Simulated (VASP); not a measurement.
# In5O (P6/mmm) in VASP: further runs

Runs on In5O. Level: PBE. Tasks: single point, relaxation of cell and atoms.

Everything below comes from runs of VASP 6.6.1. Logs are shortened: lines on timing, memory, paths and dates and some standing lists are left out, and cuts for length are marked.

### Step 1. The cell of the first run

The structure is hexagonal, space group P6/mmm (No. 191). The conventional cell has a = 4.847 Å, b = 4.847 Å, c = 6.453 Å, α = 90.00°, β = 90.00°, γ = 120.00°. Within 2.3 Å of In (site symmetry 6mm) lie 1 O at 1.69 Å. Within 3.2 Å of In (site symmetry mmm) lie 2 O at 2.42 Å and 8 In at 2.42 to 2.96 Å. O (site symmetry 6/mmm) has 2 In at 1.69 Å within 2.3 Å.

The cell was generated, and may not be a known phase.

### Step 2. Single point, PBE

Input file INCAR:

```
SYSTEM = In5O
PREC = Accurate
ENCUT = 520
EDIFF = 1E-6
ISMEAR = 0
SIGMA = 0.1
LREAL = .FALSE.
LASPH = .TRUE.
NELM = 100
ALGO = Normal
ISIF = 2
LWAVE = .FALSE.
LCHARG = .FALSE.
GGA = PE
NBANDS = 44
```

Input file KPOINTS:

```
Automatic mesh
0
G
  6 6 4
  0 0 0
```

Input file POSCAR:

```
In5O
1.0
    4.8469160800      0.0000000000      0.0000000000
   -2.4234580400      4.1975524600      0.0000000000
    0.0000000000      0.0000000000      6.4527281700
In O
5 1
Direct
    0.0000000000      0.0000000000      0.7626469700
    0.0000000000      0.0000000000      0.2373530300
    0.5000000000      0.0000000000      0.5000000000
    0.0000000000      0.5000000000      0.5000000000
    0.5000000000      0.5000000000      0.5000000000
    0.0000000000      0.0000000000      0.5000000000
```

Potentials or basis: VASP PAW PBE potentials, release 64 (In_d, O).

Command:

```console
$ cat potpaw_PBE.64/In_d/POTCAR potpaw_PBE.64/O/POTCAR > POTCAR
$ mpirun -np 1 vasp_std > vasp.out
```

OUTCAR:

```text
SYSTEM = In5O
   PREC = Accurate
   ENCUT = 520
   EDIFF = 1E-6
   ISMEAR = 0
   LREAL = .FALSE.
   LASPH = .TRUE.
   NELM = 100
   ISIF = 2
   GGA = PE

 ion  position               nearest neighbor table
   1  0.000  0.000  0.763-   6 1.69   3 2.96   3 2.96   4 2.96   4 2.96   5 2.96   5 2.96   2 3.06
                             2 3.39
   2  0.000  0.000  0.237-   6 1.69   3 2.96   3 2.96   4 2.96   4 2.96   5 2.96   5 2.96   1 3.06
                             1 3.39
   3  0.500  0.000  0.500-   6 2.42   6 2.42   4 2.42   5 2.42   5 2.42   4 2.42   1 2.96   2 2.96
                             1 2.96   2 2.96
   4  0.000  0.500  0.500-   5 2.42   5 2.42   6 2.42   6 2.42   3 2.42   3 2.42   2 2.96   2 2.96
                             1 2.96   1 2.96
   5  0.500  0.500  0.500-   4 2.42   4 2.42   6 2.42   3 2.42   3 2.42   6 2.42   1 2.96   1 2.96
                             2 2.96   2 2.96
   6  0.000  0.000  0.500-   1 1.69   2 1.69   3 2.42   3 2.42   5 2.42   4 2.42   4 2.42   5 2.42

  LATTYP: Found a hexagonal cell.
 ALAT       =     4.8469160800
 C/A-ratio  =     1.3313059404

  Lattice vectors:

 A1 = (   4.8469160800,   0.0000000000,   0.0000000000)
 A2 = (  -2.4234580400,   4.1975524600,   0.0000000000)
 A3 = (   0.0000000000,   0.0000000000,   6.4527281700)

Analysis of symmetry for initial positions (statically):
=====================================================================
 Subroutine PRICEL returns:
 Original cell was already a primitive cell.

 Routine SETGRP: Setting up the symmetry group for a
 hexagonal supercell.

 Subroutine GETGRP returns: Found 24 space group operations
 (whereof 24 operations were pure point group operations)
 out of a pool of 24 trial point group operations.

The static configuration has the point symmetry D_6h.

Analysis of symmetry for dynamics (positions and initial velocities):
=====================================================================
 Subroutine PRICEL returns:
 Original cell was already a primitive cell.

 Routine SETGRP: Setting up the symmetry group for a
 hexagonal supercell.

 Subroutine GETGRP returns: Found 24 space group operations
 (whereof 24 operations were pure point group operations)
 out of a pool of 24 trial point group operations.

The dynamic configuration has the point symmetry D_6h.

 Subroutine INISYM returns: Found 24 space group operations
 (whereof 24 operations are pure point group operations),
 and found     1 'primitive' translations

----------------------------------------------------------------------------------------

                                     Primitive cell

  volume of cell :     131.2819

  direct lattice vectors                    reciprocal lattice vectors
     4.846916080  0.000000000  0.000000000     0.206316756  0.119117034  0.000000000
    -2.423458040  4.197552460  0.000000000     0.000000000  0.238234068  0.000000000
     0.000000000  0.000000000  6.452728170     0.000000000  0.000000000  0.154973210

  length of vectors
     4.846916080  4.846916084  6.452728170     0.238234069  0.238234068  0.154973210

  position of ions in fractional coordinates (direct lattice)
     0.000000000  0.000000000  0.762646970
     0.000000000  0.000000000  0.237353030
     0.500000000  0.000000000  0.500000000
     0.000000000  0.500000000  0.500000000
     0.500000000  0.500000000  0.500000000
     0.000000000  0.000000000  0.500000000

  ion indices of the primitive-cell ions
   primitive index   ion index
                 1           1
                 2           2
                 3           3
                 4           4
                 5           5
                 6           6

----------------------------------------------------------------------------------------

 KPOINTS: Automatic mesh

Automatic generation of k-mesh.
 Grid dimensions read from file:
 generate k-points for:    6    6    4

 Generating k-lattice:

  Cartesian coordinates                     Fractional coordinates (reciprocal lattice)
     0.034386126  0.019852839  0.000000000     0.166666667 -0.000000000  0.000000000
     0.000000000  0.039705678  0.000000000     0.000000000  0.166666667  0.000000000
     0.000000000  0.000000000  0.038743303     0.000000000  0.000000000  0.250000000

  Length of vectors
     0.039705678  0.039705678  0.038743303

  Shift w.r.t. Gamma in fractional coordinates (k-lattice)
     0.000000000  0.000000000  0.000000000

 Subroutine IBZKPT returns following result:
 ===========================================

 Found     21 irreducible k-points:

 Following reciprocal coordinates:
            Coordinates               Weight
  0.000000  0.000000  0.000000      1.000000
  0.166667 -0.000000  0.000000      6.000000
  0.333333 -0.000000  0.000000      6.000000
  0.500000  0.000000  0.000000      3.000000
  0.166667  0.166667  0.000000      6.000000
  0.333333  0.166667  0.000000     12.000000
[... 13 lines left out ...]
  0.333333  0.166667  0.500000     12.000000
  0.333333  0.333333  0.500000      2.000000
   k-points           NKPTS =     21   k-points in BZ     NKDIM =     21   number of bands    NBANDS=     44
   number of dos      NEDOS =    301   number of ions     NIONS =      6
   total plane-waves  NPLWV =  62208
   dimension x,y,z NGX =    36 NGY =   36 NGZ =   48
   dimension x,y,z NGXF=    72 NGYF=   72 NGZF=   96
   ions per type =               5   1
   NGX,Y,Z   is equivalent  to a cutoff of  12.35, 12.35, 12.37 a.u.
   NGXF,Y,Z  is equivalent  to a cutoff of  24.70, 24.70, 24.73 a.u.
 SYSTEM =  In5O
   PREC   = accura    normal or accurate (medium, high low for compatibility)
   ISTART =      0    job   : 0-new  1-cont  2-samecut
   ICHARG =      2    charge: 1-file 2-atom 10-const
   ISPIN  =      1    spin polarized calculation?
   LNONCOLLINEAR =      F non collinear calculations
   LSORBIT =      F    spin-orbit coupling
   LASPH  =      T    aspherical Exc in radial PAW
   ENCUT  =  520.0 eV  38.22 Ry    6.18 a.u.   9.01  9.01 12.00*2*pi/ulx,y,z
   NELM   =    100;   NELMIN=  2; NELMDL= -5     # of ELM steps
   EDIFF  = 0.1E-05   stopping-criterion for ELM
   LREAL  =      F    real-space projection
   EDIFFG = 0.1E-04   stopping-criterion for IOM
   NSW    =      0    number of steps for IOM
   IBRION =     -1    ionic relax: 0-MD 1-quasi-New 2-CG
   NFREE  =      0    steps in history (QN), initial steepest desc. (CG)
   ISIF   =      2    stress and relaxation
   ISYM   =      2    0-nonsym 1-usesym 2-fastsym
   POTIM  = 0.5000    time-step for ionic-motion
   TEBEG  =    0.0;   TEEND  =   0.0 temperature during run
   PSTRESS=    0.0 pullay stress
   NELECT =      71.0000    total number of electrons
   NUPDOWN=      -1.0000    fix difference up-down
   EMIN   =  10.00;   EMAX   =-10.00  energy-range for DOS
   EFERMI =   0.00;   METHOD = LEGACY
   ISMEAR =     0;   SIGMA  =   0.10  broadening in eV -4-tet -1-fermi 0-gaus
   EFERMI_NEDOS =   21; number of points for ismear=-14 and -15
   IALGO  =     38    algorithm
   IMIX   =      4    mixing-type and parameters
     AMIX     =   0.40;   BMIX     =  1.00
     AMIX_MAG =   1.60;   BMIX_MAG =  1.00
  volume/ion in A,a.u.               =      21.88       147.66
  Fermi-wavevector in a.u.,A,eV,Ry     =   1.333806  2.520528 24.205282  1.779038
  Thomas-Fermi vector in A             =   2.462636
   LORBIT       =      0    0 simple, 1 ext, 2 COOP (PROOUT), +10 PAW based schemes
   GGA     = PE    functional components
   LHFCALC =     F    Hartree Fock is set to
   AEXX    =    0.0000 exact exchange contribution
   IVDW    =     0    specifies the selected vdW correction
   LEPSILON=     F    determine dielectric tensor
   LRPA    =     F    only Hartree local field effects (RPA)
 non-spin polarized calculation
 Gauss-broadening in eV      SIGMA  =   0.10
  energy-cutoff  :      520.00
  volume of cell :      131.28
 maximum number of plane-waves:      3564
 NGX is ok and might be reduce to    36
   NGX = 17   NGY = 17   NGZ = 23

 number of electron      71.0000014 magnetization

 Free energy of the ion-electron system (eV)
  ---------------------------------------------------
  ext. energy  EPLUGINS =         0.00000000
  ---------------------------------------------------
  free energy    TOTEN  =        -3.03185909 eV

  energy without entropy =       -3.01489588  energy(sigma->0) =       -3.02337748

 E-fermi :   8.2284     XC(G=0):  -9.8754

 val. band max:        8.2236282051   @ k =   0.3333  -0.0000   0.5000
 cond. band min:       8.2556560900   @ k =   0.1667   0.1667   0.0000
 fundamental gap:      0.0320278849
 Fermi energy:         8.2283824310

 k-point     1 :       0.0000    0.0000    0.0000
  band No.  band energies     occupation
      1     -15.9441      2.00000
      2     -10.3730      2.00000
      3      -9.7146      2.00000
      4      -9.7146      2.00000
      5      -8.9600      2.00000
      6      -8.4933      2.00000
[... 36 lines left out ...]
     43      12.8046      0.00000
     44      13.2245      0.00000

 k-point     2 :       0.1667   -0.0000    0.0000
  band No.  band energies     occupation
      1     -15.9058      2.00000
      2     -10.2151      2.00000
      3      -9.6767      2.00000
      4      -9.5437      2.00000
      5      -8.8835      2.00000
      6      -8.5609      2.00000
[... 36 lines left out ...]
     43      13.0227      0.00000
     44      13.1300      0.00000

 k-point     3 :       0.3333   -0.0000    0.0000
  band No.  band energies     occupation
      1     -15.8266      2.00000
      2      -9.9006      2.00000
      3      -9.5252      2.00000
      4      -9.0683      2.00000
      5      -8.7334      2.00000
      6      -8.5609      2.00000
[... 835 lines left out ...]
     43      13.7426      0.00000
     44      14.1709      0.00000

 k-point    21 :       0.3333    0.3333    0.5000
  band No.  band energies     occupation
      1     -15.7463      2.00000
      2      -9.3178      2.00000
      3      -9.0596      2.00000
      4      -9.0596      2.00000
      5      -8.7927      2.00000
      6      -8.7927      2.00000
[... 36 lines left out ...]
     43      13.2121      0.00000
     44      14.3263      0.00000

------------------------ aborting loop because EDIFF is reached ----------------------------------------

  FORCE on cell =-STRESS in cart. coord.  units (eV):
  Direction    XX          YY          ZZ          XY          YZ          ZX
  --------------------------------------------------------------------------------------
  -------------------------------------------------------------------------------------
  Total       53.2464992     53.2464993     55.8752484      0.0000000      0.0000000      0.0000000
  in kB      649.8253340    649.8253355    681.9068389      0.0000000      0.0000000      0.0000000
  external PRESSURE =     660.5191695 kB  Pullay stress =       0.0000000 kB

 VOLUME and BASIS-vectors are now :
 -----------------------------------------------------------------------------
  energy-cutoff  :      520.00
  volume of cell :      131.28
      direct lattice vectors                 reciprocal lattice vectors
     4.846916080  0.000000000  0.000000000     0.206316756  0.119117034  0.000000000
    -2.423458040  4.197552460  0.000000000     0.000000000  0.238234068  0.000000000
     0.000000000  0.000000000  6.452728170     0.000000000  0.000000000  0.154973210

 POSITION                                       TOTAL-FORCE (eV/Angst)
 -----------------------------------------------------------------------------------
      0.00000      0.00000      4.92115         0.000000      0.000000     16.856432
      0.00000      0.00000      1.53157        -0.000000     -0.000000    -16.856432
      2.42346      0.00000      3.22636         0.000000      0.000000      0.000000
     -1.21173      2.09878      3.22636         0.000000      0.000000      0.000000
      1.21173      2.09878      3.22636         0.000000      0.000000      0.000000
      0.00000      0.00000      3.22636         0.000000      0.000000      0.000000
 -----------------------------------------------------------------------------------
    total drift:                                0.000000      0.000000      0.000000

  FREE ENERGIE OF THE ION-ELECTRON SYSTEM (eV)
  ---------------------------------------------------
  free  energy   TOTEN  =        -3.0318590874 eV

  energy  without entropy=       -3.0148958764  energy(sigma->0) =       -3.02337748
```

Wall time 60 s (1 thread of AMD EPYC 9R45 (Zen 5), shared host); peak memory 0.25 GiB.

Results:

```yaml
Free_energy: -3.0319 eV
Pressure: 66.1 GPa
Largest_force: 16.856 eV/Å
Band_gap_on_the_k_mesh: zero (an odd number of electrons rules out a gap without spin polarisation)
```

Forces in eV/Å, atoms in the order of the input:
```
In    0.000   0.000  16.856
In    0.000   0.000 -16.856
In    0.000   0.000   0.000
In    0.000   0.000   0.000
In    0.000   0.000   0.000
O     0.000   0.000   0.000
```

Stress tensor (GPa, compression positive):
```
64.98  0.00  0.00
 0.00 64.98  0.00
 0.00  0.00 68.19
```

Caveat: the cell stands under pressure; spin-orbit coupling is left out, which moves the levels of the heavy elements; forces of over 1 eV/Å act on the atoms, so gaps and moduli don't describe the material at rest.

(Part 1 of 2 ends here.)

The gap in the log of VASP goes by the Fermi energy; the results here count the filled bands.